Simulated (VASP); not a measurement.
# SnO in VASP: a series of runs

The runs below take SnO through single point, with PBE+D3(BJ).

Everything below comes from runs of VASP 6.6.1. Logs are shortened: lines on timing, memory, paths and dates and some standing lists are left out, and cuts for length are marked.

**1. The cell of the first run**

The cell holds a slab with vacuum, 8 atoms: a = 3.820 Å, b = 3.820 Å, c = 22.226 Å, α = 90.00°, β = 90.00°, γ = 90.00°.

**2. Single point, PBE+D3(BJ)**

File INCAR:

```
SYSTEM = SnO
  PREC = Accurate
  ENCUT = 520
  EDIFF = 1E-6
  ISMEAR = 0
  SIGMA = 0.05
  LREAL = .False.
  LASPH = .True.
  NELM = 80
  ALGO = Normal
  ISIF = 2
  LWAVE = .False.
  LCHARG = .False.
  LDIPOL = .True.
  IDIPOL = 3
  DIPOL = 0.5 0.5 0.408
  GGA = PE
  IVDW = 12
  NBANDS = 50
```

File KPOINTS:

```
regular mesh
0
Gamma
  7 7 1
  0 0 0
```

File POSCAR:

```
SnO
1.0
    3.8201527101      0.0002954416      0.0000000000
   -0.0003145269      3.8201527086      0.0000000000
    0.0000000000      0.0000000000     22.2260751773
Sn O
4 4
Direct
    0.9999452874      0.9999452874      0.2024648960
    0.4999452874      0.4999452874      0.3087831537
    0.7499452874      0.9999452874      0.5067488299
    1.2499452874      1.4999452874      0.6130670876
    0.9999461031      0.4999461031      0.2556240249
    0.4999461031      0.9999461031      0.2556240249
    0.7499444717      1.4999444717      0.5599079587
    1.2499444717      0.9999444717      0.5599079587
```

Potentials or basis: VASP PAW PBE potentials, release 64 (Sn_d, O).

Run with:

```console
> cat potpaw_PBE.64/Sn_d/POTCAR potpaw_PBE.64/O/POTCAR > POTCAR
> mpirun -np 1 vasp_std > vasp.out
```

OUTCAR:

```text
SYSTEM = SnO
   PREC = Accurate
   ENCUT = 520
   EDIFF = 1E-6
   ISMEAR = 0
   LREAL = .False.
   LASPH = .True.
   NELM = 80
   ISIF = 2
   GGA = PE
   IVDW = 12
 IVDW          = 12

 ion  position               nearest neighbor table
   1  1.000  1.000  0.202-   6 2.25   5 2.25   6 2.25   5 2.25   2 3.59   2 3.59   2 3.59   2 3.59

   2  0.500  0.500  0.309-   5 2.25   6 2.25   5 2.25   6 2.25   1 3.59   1 3.59   1 3.59   1 3.59

   3  0.750  1.000  0.507-   8 2.25   7 2.25   8 2.25   7 2.25   4 3.59   4 3.59   4 3.59   4 3.59

   4  0.250  0.500  0.613-   7 2.25   8 2.25   7 2.25   8 2.25   3 3.59   3 3.59   3 3.59   3 3.59

   5  1.000  0.500  0.256-   2 2.25   1 2.25   2 2.25   1 2.25
   6  0.500  1.000  0.256-   2 2.25   1 2.25   2 2.25   1 2.25
   7  0.750  0.500  0.560-   3 2.25   4 2.25   3 2.25   4 2.25
   8  0.250  1.000  0.560-   3 2.25   4 2.25   3 2.25   4 2.25

  LATTYP: Found a simple tetragonal cell.
 ALAT       =     3.8201527215
 C/A-ratio  =     5.8181116823

  Lattice vectors:

 A1 = (   3.8201527101,   0.0002954416,   0.0000000000)
 A2 = (  -0.0003145269,   3.8201527086,   0.0000000000)
 A3 = (   0.0000000000,   0.0000000000,  22.2260751773)

Analysis of symmetry for initial positions (statically):
=====================================================================
 Subroutine PRICEL returns:
 Original cell was already a primitive cell.

 Routine SETGRP: Setting up the symmetry group for a
 simple tetragonal supercell.

 Subroutine GETGRP returns: Found  4 space group operations
 (whereof  1 operations were pure point group operations)
 out of a pool of 16 trial point group operations.

The static configuration has the point symmetry C_1 .
 The point group associated with its full space group is C_2h.

Analysis of symmetry for dynamics (positions and initial velocities):
=====================================================================
 Subroutine PRICEL returns:
 Original cell was already a primitive cell.

 Routine SETGRP: Setting up the symmetry group for a
 simple tetragonal supercell.

 Subroutine GETGRP returns: Found  4 space group operations
 (whereof  1 operations were pure point group operations)
 out of a pool of 16 trial point group operations.

The dynamic configuration has the point symmetry C_1 .
[... 110 lines left out ...]
   ISYM   =      2    0-nonsym 1-usesym 2-fastsym
   POTIM  = 0.5000    time-step for ionic-motion
   TEBEG  =    0.0;   TEEND  =   0.0 temperature during run
   PSTRESS=    0.0 pullay stress
   NELECT =      80.0000    total number of electrons
   NUPDOWN=      -1.0000    fix difference up-down
   EMIN   =  10.00;   EMAX   =-10.00  energy-range for DOS
   EFERMI =   0.00;   METHOD = LEGACY
   ISMEAR =     0;   SIGMA  =   0.05  broadening in eV -4-tet -1-fermi 0-gaus
   EFERMI_NEDOS =   21; number of points for ismear=-14 and -15
   IALGO  =     38    algorithm
   IMIX   =      4    mixing-type and parameters
     AMIX     =   0.40;   BMIX     =  1.00
     AMIX_MAG =   1.60;   BMIX_MAG =  1.00
  volume/ion in A,a.u.               =      40.54       273.61
  Fermi-wavevector in a.u.,A,eV,Ry     =   1.026668  1.940121 14.341186  1.054047
  Thomas-Fermi vector in A             =   2.160573
   LORBIT       =      0    0 simple, 1 ext, 2 COOP (PROOUT), +10 PAW based schemes
   GGA     = PE    functional components
   LHFCALC =     F    Hartree Fock is set to
   AEXX    =    0.0000 exact exchange contribution
   IVDW    =    12    specifies the selected vdW correction
   LEPSILON=     F    determine dielectric tensor
   LRPA    =     F    only Hartree local field effects (RPA)
 non-spin polarized calculation
 Gauss-broadening in eV      SIGMA  =   0.05
  energy-cutoff  :      520.00
  volume of cell :      324.36
 maximum number of plane-waves:      8769
   NGX = 15   NGY = 15   NGZ = 83

 dipolmoment           0.000000      0.000000      0.000000 electrons x Angstroem

 number of electron      79.9999969 magnetization

 dipolmoment           0.000000      0.000000     -0.000000 electrons x Angstroem

 Free energy of the ion-electron system (eV)
  ---------------------------------------------------
  ext. energy  EPLUGINS =         0.00000000
  ---------------------------------------------------
  free energy    TOTEN  =       -45.18111463 eV

  energy without entropy =      -45.18111463  energy(sigma->0) =      -45.18111463

 E-fermi :  -0.0403     XC(G=0):  -5.3456

 val. band max:       -0.2692971723   @ k =   0.1429   0.1429   0.0000
 cond. band min:       2.3280454978   @ k =   0.0000   0.0000   0.0000
 fundamental gap:      2.5973426701
 Fermi energy:        -0.0402651208

 k-point     1 :       0.0000    0.0000    0.0000
  band No.  band energies     occupation
      1     -21.0579      2.00000
      2     -21.0579      2.00000
      3     -20.6973      2.00000
      4     -20.6973      2.00000
      5     -20.6592      2.00000
      6     -20.6592      2.00000
[... 837 lines left out ...]
     49       6.0617      0.00000
     50       6.3039      0.00000

------------------------ aborting loop because EDIFF is reached ----------------------------------------

 vacuum level on the upper side and lower side of the slab       (xc-potential included)        -0.158        -0.158

 Edisp (eV)   -1.22277

 E8    (eV) :    -0.5407

  FORCE on cell =-STRESS in cart. coord.  units (eV):
  Direction    XX          YY          ZZ          XY          YZ          ZX
  --------------------------------------------------------------------------------------
  -------------------------------------------------------------------------------------
  Total       0.13700     0.15848    -0.22911    -0.00000     0.00001     0.08361
  in kB       0.67670     0.78282    -1.13171    -0.00001     0.00003     0.41299
  external pressure =        0.11 kB  Pullay stress =        0.00 kB

 VOLUME and BASIS-vectors are now :
 -----------------------------------------------------------------------------
  energy-cutoff  :      520.00
  volume of cell :      324.36
      direct lattice vectors                 reciprocal lattice vectors
     3.820152710  0.000295442  0.000000000     0.261769638  0.000021552  0.000000000
    -0.000314527  3.820152709  0.000000000    -0.000020245  0.261769639  0.000000000
     0.000000000  0.000000000 22.226075177     0.000000000  0.000000000  0.044992199

 POSITION                                       TOTAL-FORCE (eV/Angst)
 -----------------------------------------------------------------------------------
      3.81963      3.82024      4.50000        -0.001640     -0.000000     -0.083026
      1.90971      1.91002      6.86304        -0.005262     -0.000000      0.164324
      2.86459      3.82017     11.26304         0.005262      0.000000     -0.164324
      0.95467      1.90994     13.62608         0.001640      0.000000      0.083026
      3.81979      1.91017      5.68152        -0.009992     -0.000001      0.007912
      1.90956      3.82009      5.68152         0.003397      0.000000      0.007819
      2.86475      1.91009     12.44456        -0.003397     -0.000000     -0.007819
      0.95451      3.82001     12.44456         0.009992      0.000001     -0.007912
 -----------------------------------------------------------------------------------
    total drift:                               -0.000003     -0.000003     -0.000002

  FREE ENERGIE OF THE ION-ELECTRON SYSTEM (eV)
  ---------------------------------------------------
  free  energy   TOTEN  =       -46.4038803174 eV

  energy  without entropy=      -46.4038803174  energy(sigma->0) =      -46.40388032

 vacuum level on the upper side and lower side of the slab         4.789         4.789
```

OSZICAR:

```text
N       E                     dE             d eps       ncg     rms          rms(c)
DAV:   1     0.950413062878E+03    0.95041E+03   -0.38062E+04  1696   0.181E+03
DAV:   2     0.140132239917E+03   -0.81028E+03   -0.78233E+03  1776   0.498E+02
DAV:   3    -0.386100859630E+02   -0.17874E+03   -0.17151E+03  2000   0.220E+02
[... 15 lines left out ...]
DAV:  19    -0.451810972183E+02   -0.30651E-04   -0.48513E-06  1570   0.188E-02    0.322E-03
DAV:  20    -0.451811093165E+02   -0.12098E-04   -0.11224E-06  1366   0.839E-03    0.223E-03
DAV:  21    -0.451811131151E+02   -0.37986E-05   -0.24204E-07  1132   0.256E-03    0.157E-03
DAV:  22    -0.451811142715E+02   -0.11564E-05   -0.30222E-07  1168   0.599E-03    0.398E-04
DAV:  23    -0.451811146315E+02   -0.36001E-06   -0.17154E-07  1098   0.272E-03
   1 F= -.46403880E+02 E0= -.46403880E+02  d E =-.285558E-11
```

It took 3.8 min on 1 thread of Intel Xeon 6975P-C (Granite Rapids), shared host; peak memory 0.43 GiB.

Results:

```
Free energy                : -46.4039 eV
Largest force              : 0.164 eV/Å
Band gap on the k mesh     : 2.60 eV, indirect (least direct gap 2.62 eV)
Dispersion energy per atom : -0.153 eV
```

Forces on the atoms (eV/Å):
```
Sn  -0.002  0.000 -0.083
Sn  -0.005  0.000  0.164
Sn   0.005  0.000 -0.164
Sn   0.002  0.000  0.083
O   -0.010  0.000  0.008
O    0.003  0.000  0.008
O   -0.003  0.000 -0.008
O    0.010  0.000 -0.008
```

Caveat: spin-orbit coupling is left out, which moves the levels of the heavy elements.

**3. Single point, PBE+D3(BJ)**

File INCAR:

```
PREC = Accurate ; ENCUT = 520
EDIFF = 1E-6 ; ISMEAR = 0
SIGMA = 0.05 ; LREAL = False
LASPH = True ; NELM = 100
ALGO = Normal ; ISIF = 2
LWAVE = False ; LCHARG = True
LDIPOL = True ; IDIPOL = 3
DIPOL = 0.5 0.5 0.408 ; GGA = PE
IVDW = 12 ; LELF = True
LVHAR = True ; LVACPOTAV = True
NBANDS = 50
```

File KPOINTS:

```
Automatic mesh
0
Gamma
  7 7 1
```

File POSCAR:

```
SnO
1.0
    3.8201527101      0.0002954416      0.0000000000
   -0.0003145269      3.8201527086      0.0000000000
    0.0000000000      0.0000000000     22.2260751773
Sn O
4 4
Direct
    0.9999452874      0.9999452874      0.2024648960
    0.4999452874      0.4999452874      0.3087831537
    0.8749452874      0.9999452874      0.5067488299
    1.3749452874      1.4999452874      0.6130670876
    0.9999461031      0.4999461031      0.2556240249
    0.4999461031      0.9999461031      0.2556240249
    0.8749444717      1.4999444717      0.5599079587
    1.3749444717      0.9999444717      0.5599079587
```

Potentials or basis: VASP PAW PBE potentials, release 64 (Sn_d, O).

Run with:

```console
> cat potpaw_PBE.64/Sn_d/POTCAR potpaw_PBE.64/O/POTCAR > POTCAR
> mpirun -np 1 vasp_std > vasp.out
```

Wall time 4.5 min (1 thread of AMD EPYC 9R45 (Zen 5), shared host); peak memory 0.41 GiB.

It converged, with:

```
Free energy                : -46.4097 eV
Largest force              : 0.175 eV/Å
Band gap on the k mesh     : 2.61 eV, indirect (least direct gap 2.62 eV)
Dispersion energy per atom : -0.153 eV
```

Forces on the atoms (eV/Å):
```
Sn  -0.001  0.000 -0.082
Sn  -0.004  0.000  0.175
Sn   0.004  0.000 -0.175
Sn   0.001  0.000  0.082
O   -0.007  0.000  0.009
O    0.002  0.000  0.009
O   -0.002  0.000 -0.009
O    0.007  0.000 -0.009
```

Levels at points of the mesh, in eV from the valence-band top:
```tsv
k point	band 36	band 37	band 38	band 39	band 40	band 41	band 42	band 43	band 44	band 45
(0.00, 0.00, 0.00)	-1.87	-1.87	-1.87	-0.47	-0.02	2.61	2.94	2.94	3.74	4.95
```

Caveat: spin-orbit coupling is left out, which moves the levels of the heavy elements.
